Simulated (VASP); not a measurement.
A run of VASP 6.6.1 is set up as follows.

File INCAR:

```
SYSTEM = Mg2F3
PREC     = Accurate       ! precision mode
ENCUT    = 600            ! plane-wave cutoff, eV
EDIFF    = 1E-6           ! SCF threshold, eV
ISMEAR   = 0              ! smearing method
SIGMA    = 0.1            ! smearing width, eV
LREAL    = .FALSE.        ! projectors in reciprocal space
LASPH    = .TRUE.         ! aspherical terms in the spheres
NELM     = 60             ! most SCF steps
ALGO     = Normal         ! electronic algorithm
ISIF     = 3              ! what is computed and relaxed
LWAVE    = .FALSE.        ! write WAVECAR
LCHARG   = .FALSE.        ! write CHGCAR
GGA      = PE             ! functional
IBRION   = 2              ! ionic algorithm
NSW      = 90             ! ionic steps
EDIFFG   = -0.04          ! ionic threshold
```

The input KPOINTS:

```
regular mesh
0
G
  6 6 6
  0 0 0
```

The input POSCAR:

```
Mg2F3
1.0
    1.6345030621      0.9436807829      7.5767508038
   -1.6345030621      0.9436807829      7.5767508038
    0.0000000000     -1.8873615658      7.5767508038
Mg F
2 3
Direct
    0.4000000000      0.4000000000      0.4000000000
    0.6000000000      0.6000000000      0.6000000000
    0.0000000000      0.0000000000      0.0000000000
    0.2095000000      0.2095000000      0.2095000000
    0.7905000000      0.7905000000      0.7905000000
```

Potentials or basis: VASP PAW PBE potentials, release 64 (Mg, F).

The run is started by

```bash
$ cat potpaw_PBE.64/Mg/POTCAR potpaw_PBE.64/F/POTCAR > POTCAR
$ mpirun -np 1 vasp_std > vasp.out
```

Predict the relaxed volume.

14.33 Å³/atom.

What does it give for the space group after relaxing (to 0.1 Å)?

R-3m (No. 166).

Estimate the band gap on the k mesh.

zero (an odd number of electrons rules out a gap without spin polarisation).

Predict the relaxed cell.

a = 7.709 Å, b = 7.709 Å, c = 7.709 Å, α = 24.94°, β = 24.94°, γ = 24.94°.

Forces in eV/Å, atoms in the order of the input:
```
Mg   0.000  0.000 -0.009
Mg   0.000  0.000  0.009
F    0.000  0.000  0.000
F    0.000  0.000  0.012
F    0.000  0.000 -0.012
```

Caveat: the k points lie up to 0.37 Å⁻¹ apart in the final cell, too coarse for converged energies and pressures of a metal; an odd number of electrons without spin polarisation forces a metal; a magnetic or distorted state may lie lower.
